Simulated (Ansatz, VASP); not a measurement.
# One calculation of PbF2, two programs

File INCAR:

```
SYSTEM = PbF2
PREC = Accurate ; ENCUT = 520
EDIFF = 1E-6 ; ISMEAR = 0
SIGMA = 0.05 ; LREAL = .False.
LASPH = .True. ; NELM = 80
ALGO = Normal ; ISIF = 2
LWAVE = .False. ; LCHARG = .False.
GGA = PE ; NBANDS = 21
```

The input KPOINTS:

```
regular mesh
0
Gamma
  10 10 10
  0 0 0
```

POSCAR

```
PbF2
1.0
    2.1210841894      1.2246085277      3.4660246807
   -2.1210841894      1.2246085277      3.4660246807
    0.0000000000     -2.4492170554      3.4660246807
Pb F
1 2
Direct
    0.0000000000      0.0000000000      0.0000000000
    0.2499510902      0.2499510902      0.2499510902
    0.7577426423      0.7577426423      0.7577426423
```

Input for Ansatz:

```yaml
crystal:
  lattice:
    - [2.1210841894, 1.2246085277, 3.4660246807]
    - [-2.1210841894, 1.2246085277, 3.4660246807]
    - [0.0, -2.4492170554, 3.4660246807]
  atoms:
    - { symbol: Pb, position: [0.0, 0.0, 0.0] }
    - { symbol: F, position: [0.2499510902, 0.2499510902, 0.2499510902] }
    - { symbol: F, position: [0.7577426423, 0.7577426423, 0.7577426423] }
basis:
  ecutwfc: 420
  ecutrho_ratio: 4
kpoints:
  mp_grid: { grid: [10, 10, 10] }
hamiltonian:
  xc: pbe
scf:
  occupations: { method: gaussian, width: 0.05 }
output:
  forces: true
  stress: true
  eigenvalues: true
```

Alike in both runs: task single point; functional PBE; k mesh 10 × 10 × 10; occupations gaussian, width 0.05 eV; no spin polarisation.

```csv
,VASP,Ansatz
version,VASP 6.6.1,Ansatz 0.2.0
potentials or method,"VASP PAW PBE potentials, release 64 (Pb_d, F), cutoff 520 eV","scalar-relativistic, plane waves, PAW"
valence electrons in the cell,28,28
```

|  | VASP | Ansatz | Ansatz less VASP |
| --- | --- | --- | --- |
| gap on the k mesh at the Fermi level (eV) | 4.31 | 4.32 | +0.006 |
| least direct gap on the mesh (eV) | 4.55 | 4.55 | +0.002 |
| pressure (GPa) | -0.1 | 0.1 | +0.21 |
| traceless stress, the component that is largest in VASP (GPa) | 0.63 | 0.62 | -0.013 |
| rms of the force components (eV/Å) | 0.083 | 0.082 | -0.0010 |

Atom by atom the forces differ by 0.001 eV/Å (rms over components). With one functional, cell and mesh, what is left measures potentials, basis and numerics.

Spin-orbit coupling is off throughout.
